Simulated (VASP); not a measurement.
# BN (R3m) in VASP: notebook, part 2 of 3

VASP 6.6.1. The steps go on from the part before.

### 3 Single point, PBEsol

This run uses another cell than the first one, of 8.90 Å³/atom, 1.014 times its volume.

Contents of INCAR:

```
ALGO = Normal ; EDIFF = 1E-6
ENCUT = 520 ; GGA = PS
ISIF = 2 ; ISMEAR = -1
LASPH = True ; LCHARG = False
LREAL = False ; LWAVE = False
NBANDS = 11 ; NELM = 100
PREC = Accurate ; SIGMA = 0.02
```

Contents of KPOINTS:

```
k-points
0
Gamma
  10 10 10
```

Contents of POSCAR:

```
BN
1.0
    1.2344401563      0.7127043600      3.3729344000
   -1.2344401563      0.7127043600      3.3729344000
    0.0000000000     -1.4254087200      3.3729344000
B N
1 1
Direct
    0.9996712000      0.9996712000      0.9996712000
    0.3327618000      0.3327618000      0.3327618000
```

Potentials or basis: VASP PAW PBE potentials, release 64 (B, N).

Started as:

```
cat potpaw_PBE.64/B/POTCAR potpaw_PBE.64/N/POTCAR > POTCAR
mpirun -np 1 vasp_std > vasp.out
```

OUTCAR:

```text
EDIFF = 1E-6
   ENCUT = 520
   GGA = PS
   ISIF = 2
   ISMEAR = -1
   LASPH = True
   LREAL = False
   NELM = 100
   PREC = Accurate

 ion  position               nearest neighbor table
   1  1.000  1.000  1.000-   2 1.43   2 1.43   2 1.43
   2  0.333  0.333  0.333-   1 1.43   1 1.43   1 1.43

  LATTYP: Found a trigonal (rhomboedric) cell.
 ALAT       =     3.6617586582
 COS(alpha) =     0.7727046003

  Lattice vectors:

 A1 = (   1.2344401563,   0.7127043600,   3.3729344000)
 A2 = (  -1.2344401563,   0.7127043600,   3.3729344000)
 A3 = (   0.0000000000,  -1.4254087200,   3.3729344000)

Analysis of symmetry for initial positions (statically):
=====================================================================
 Subroutine PRICEL returns:
 Original cell was already a primitive cell.

 Routine SETGRP: Setting up the symmetry group for a
 trigonal (rhombohedral) supercell.

 Subroutine GETGRP returns: Found  6 space group operations
 (whereof  6 operations were pure point group operations)
 out of a pool of 12 trial point group operations.

The static configuration has the point symmetry C_3v.

Analysis of symmetry for dynamics (positions and initial velocities):
=====================================================================
 Subroutine PRICEL returns:
 Original cell was already a primitive cell.

 Routine SETGRP: Setting up the symmetry group for a
 trigonal (rhombohedral) supercell.

 Subroutine GETGRP returns: Found  6 space group operations
 (whereof  6 operations were pure point group operations)
 out of a pool of 12 trial point group operations.

The dynamic configuration has the point symmetry C_3v.

 Subroutine INISYM returns: Found  6 space group operations
 (whereof  6 operations are pure point group operations),
 and found     1 'primitive' translations

----------------------------------------------------------------------------------------

                                     Primitive cell

  volume of cell :      17.8049

  direct lattice vectors                    reciprocal lattice vectors
     1.234440156  0.712704360  3.372934400     0.405041911  0.233851055  0.098825916
    -1.234440156  0.712704360  3.372934400    -0.405041911  0.233851055  0.098825916
     0.000000000 -1.425408720  3.372934400     0.000000000 -0.467702110  0.098825916

  length of vectors
     3.661758658  3.661758658  3.661758660     0.478029107  0.478029107  0.478029106

  position of ions in fractional coordinates (direct lattice)
     0.999671200  0.999671200  0.999671200
     0.332761800  0.332761800  0.332761800

  ion indices of the primitive-cell ions
   primitive index   ion index
                 1           1
                 2           2

----------------------------------------------------------------------------------------

 KPOINTS: k-points

Automatic generation of k-mesh.
 Grid dimensions read from file:
 generate k-points for:   10   10   10

 Generating k-lattice:

  Cartesian coordinates                     Fractional coordinates (reciprocal lattice)
     0.040504191  0.023385106  0.009882592     0.100000000 -0.000000000 -0.000000000
    -0.040504191  0.023385106  0.009882592    -0.000000000  0.100000000 -0.000000000
     0.000000000 -0.046770211  0.009882592    -0.000000000 -0.000000000  0.100000000

  Length of vectors
     0.047802911  0.047802911  0.047802911

  Shift w.r.t. Gamma in fractional coordinates (k-lattice)
     0.000000000  0.000000000  0.000000000

 Subroutine IBZKPT returns following result:
 ===========================================

 Found    116 irreducible k-points:

 Following reciprocal coordinates:
            Coordinates               Weight
  0.000000  0.000000  0.000000      1.000000
  0.100000  0.000000  0.000000      6.000000
  0.200000  0.000000  0.000000      6.000000
  0.300000  0.000000  0.000000      6.000000
  0.400000  0.000000  0.000000      6.000000
  0.500000  0.000000  0.000000      3.000000
[... 16 lines left out ...]
  0.300000  0.300000  0.000000      6.000000
  0.400000  0.300000  0.000000     12.000000
 [... further k-points ...]
   k-points           NKPTS =    116   k-points in BZ     NKDIM =    116   number of bands    NBANDS=     11
   number of dos      NEDOS =    301   number of ions     NIONS =      2
   total plane-waves  NPLWV =  21952
   dimension x,y,z NGX =    28 NGY =   28 NGZ =   28
   dimension x,y,z NGXF=    56 NGYF=   56 NGZF=   56
   ions per type =               1   1
   NGX,Y,Z   is equivalent  to a cutoff of  12.71, 12.71, 12.71 a.u.
   NGXF,Y,Z  is equivalent  to a cutoff of  25.42, 25.42, 25.42 a.u.
 SYSTEM =  unknown system
   PREC   = accura    normal or accurate (medium, high low for compatibility)
   ISTART =      0    job   : 0-new  1-cont  2-samecut
   ICHARG =      2    charge: 1-file 2-atom 10-const
   ISPIN  =      1    spin polarized calculation?
   LNONCOLLINEAR =      F non collinear calculations
   LSORBIT =      F    spin-orbit coupling
   LASPH  =      T    aspherical Exc in radial PAW
   ENCUT  =  520.0 eV  38.22 Ry    6.18 a.u.   6.81  6.81  6.81*2*pi/ulx,y,z
   NELM   =    100;   NELMIN=  2; NELMDL= -5     # of ELM steps
   EDIFF  = 0.1E-05   stopping-criterion for ELM
   LREAL  =      F    real-space projection
   EDIFFG = 0.1E-04   stopping-criterion for IOM
   NSW    =      0    number of steps for IOM
   IBRION =     -1    ionic relax: 0-MD 1-quasi-New 2-CG
   NFREE  =      0    steps in history (QN), initial steepest desc. (CG)
   ISIF   =      2    stress and relaxation
   ISYM   =      2    0-nonsym 1-usesym 2-fastsym
   POTIM  = 0.5000    time-step for ionic-motion
   TEBEG  =    0.0;   TEEND  =   0.0 temperature during run
   PSTRESS=    0.0 pullay stress
   NELECT =       8.0000    total number of electrons
   NUPDOWN=      -1.0000    fix difference up-down
   EMIN   =  10.00;   EMAX   =-10.00  energy-range for DOS
   EFERMI =   0.00;   METHOD = LEGACY
   ISMEAR =    -1;   SIGMA  =   0.02  broadening in eV -4-tet -1-fermi 0-gaus
   EFERMI_NEDOS =   21; number of points for ismear=-14 and -15
   IALGO  =     38    algorithm
   IMIX   =      4    mixing-type and parameters
     AMIX     =   0.40;   BMIX     =  1.00
     AMIX_MAG =   1.60;   BMIX_MAG =  1.00
  volume/ion in A,a.u.               =       8.90        60.08
  Fermi-wavevector in a.u.,A,eV,Ry     =   1.253888  2.369504 21.391546  1.572234
  Thomas-Fermi vector in A             =   2.387719
   LORBIT       =      0    0 simple, 1 ext, 2 COOP (PROOUT), +10 PAW based schemes
   GGA     = PS    functional components
   LHFCALC =     F    Hartree Fock is set to
   AEXX    =    0.0000 exact exchange contribution
   IVDW    =     0    specifies the selected vdW correction
   LEPSILON=     F    determine dielectric tensor
   LRPA    =     F    only Hartree local field effects (RPA)
 non-spin polarized calculation
  energy-cutoff  :      520.00
  volume of cell :       17.80
 maximum number of plane-waves:       493
   NGX = 13   NGY = 13   NGZ = 13

 number of electron       7.9999999 magnetization

 Free energy of the ion-electron system (eV)
  ---------------------------------------------------
  ext. energy  EPLUGINS =         0.00000000
  ---------------------------------------------------
  free energy    TOTEN  =       -18.25736318 eV

  energy without entropy =      -18.25736318  energy(sigma->0) =      -18.25736318

 E-fermi :   2.7125     XC(G=0): -10.2892

 val. band max:        2.2483840460   @ k =  -0.3000   0.3000   0.0000
 cond. band min:       6.4716366286   @ k =   0.5000   0.5000   0.0000
 fundamental gap:      4.2232525825
 Fermi energy:         2.7124857308

 k-point     1 :       0.0000    0.0000    0.0000
  band No.  band energies     occupation
      1     -15.7565      2.00000
      2      -2.2130      2.00000
      3       1.0083      2.00000
      4       1.0083      2.00000
      5       7.1771      0.00000
      6      14.1985      0.00000
      7      14.1985      0.00000
      8      15.8084      0.00000
      9      17.6445      0.00000
     10      28.5834      0.00000
     11      30.2745      0.00000
[... 309 lines left out ...]
 k-point    24 :       0.4000    0.3000    0.0000
  band No.  band energies     occupation
      1     -13.3100      2.00000
      2      -4.9589      2.00000
      3      -2.0213      2.00000
      4      -0.0453      2.00000
      5       8.6956      0.00000
      6      12.7600      0.00000
      7      14.7350      0.00000
      8      19.9049      0.00000
      9      20.6866      0.00000
     10      23.5053      0.00000
     11      27.1660      0.00000

 [... further k-points ...]
[... 5 lines left out ...]
  --------------------------------------------------------------------------------------
  -------------------------------------------------------------------------------------
  Total        1.8536744      1.8536744      0.0391451      0.0000000      0.0000000      0.0000000
  in kB      166.8036073    166.8036089      3.5224882      0.0000000      0.0000000      0.0000000
  external PRESSURE =     112.3765681 kB  Pullay stress =       0.0000000 kB

 VOLUME and BASIS-vectors are now :
 -----------------------------------------------------------------------------
  energy-cutoff  :      520.00
  volume of cell :       17.80
      direct lattice vectors                 reciprocal lattice vectors
     1.234440156  0.712704360  3.372934400     0.405041911  0.233851055  0.098825916
    -1.234440156  0.712704360  3.372934400    -0.405041911  0.233851055  0.098825916
     0.000000000 -1.425408720  3.372934400     0.000000000 -0.467702110  0.098825916

 POSITION                                       TOTAL-FORCE (eV/Angst)
 -----------------------------------------------------------------------------------
      0.00000      0.00000     10.11548         0.000000      0.000000     -0.004549
      0.00000      0.00000      3.36715         0.000000     -0.000000      0.004549
 -----------------------------------------------------------------------------------
    total drift:                                0.000000     -0.000000     -0.000015

  FREE ENERGIE OF THE ION-ELECTRON SYSTEM (eV)
  ---------------------------------------------------
  free  energy   TOTEN  =       -18.2573631812 eV

  energy  without entropy=      -18.2573631812  energy(sigma->0) =      -18.25736318
```

OSZICAR:

```text
N       E                     dE             d eps       ncg     rms          rms(c)
DAV:   1     0.137354219433E+02    0.13735E+02   -0.47276E+03  2584   0.690E+02
DAV:   2    -0.193254367209E+02   -0.33061E+02   -0.31805E+02  3062   0.162E+02
DAV:   3    -0.201311702272E+02   -0.80573E+00   -0.80444E+00  3134   0.237E+01
DAV:   4    -0.201335244511E+02   -0.23542E-02   -0.23542E-02  2836   0.140E+00
DAV:   5    -0.201335340163E+02   -0.95651E-05   -0.95651E-05  3131   0.802E-02    0.809E+00
DAV:   6    -0.184871226442E+02    0.16464E+01   -0.49232E+00  2873   0.125E+01    0.378E+00
DAV:   7    -0.183018774143E+02    0.18525E+00   -0.27802E-01  3035   0.379E+00    0.225E+00
DAV:   8    -0.182569043493E+02    0.44973E-01   -0.11606E-01  3020   0.208E+00    0.258E-01
DAV:   9    -0.182570503323E+02   -0.14598E-03   -0.24800E-03  2813   0.409E-01    0.140E-01
DAV:  10    -0.182573421831E+02   -0.29185E-03   -0.42492E-04  2853   0.148E-01    0.230E-02
DAV:  11    -0.182573635849E+02   -0.21402E-04   -0.39642E-05  3068   0.420E-02    0.199E-02
DAV:  12    -0.182573631812E+02    0.40372E-06   -0.78135E-06  2864   0.184E-02
   1 F= -.18257363E+02 E0= -.18257363E+02  d E =-.628463E-12
```

stdout:

```text
POSCAR found type information on POSCAR B N
 POSCAR found :  2 types and       2 ions
 scaLAPACK will be used
 -----------------------------------------------------------------------------
|                                                                             |
|                                                                             |
|     You enforced a specific xc type in the INCAR file but a different       |
|     I HOPE YOU KNOW WHAT YOU ARE DOING!                                     |
|                                                                             |
 -----------------------------------------------------------------------------

 LDA part: xc-table for (Slater+PW92), standard interpolation
 POSCAR, INCAR and KPOINTS ok, starting setup
 FFT: planning ... GRIDC
 FFT: planning ... GRID_SOFT
 FFT: planning ... GRID
 WAVECAR not read
 entering main loop
```

Wall time 17 s (1 thread of AMD EPYC 9R45 (Zen 5), shared host); peak memory 0.13 GiB.

What came out:

```
Free energy            : -18.2574 eV
Pressure               : 11.2 GPa
Largest force          : 0.005 eV/Å
Band gap on the k mesh : 4.22 eV, indirect (least direct gap 4.94 eV)
```

Forces in eV/Å, atoms in the order of the input:
```
B    0.000  0.000 -0.005
N    0.000  0.000  0.005
```

Caveat: the PAW data sets were made with another functional, which shifts forces and pressure a little. A k mesh can miss the band edges.

(Continued in part 3 of 3.)
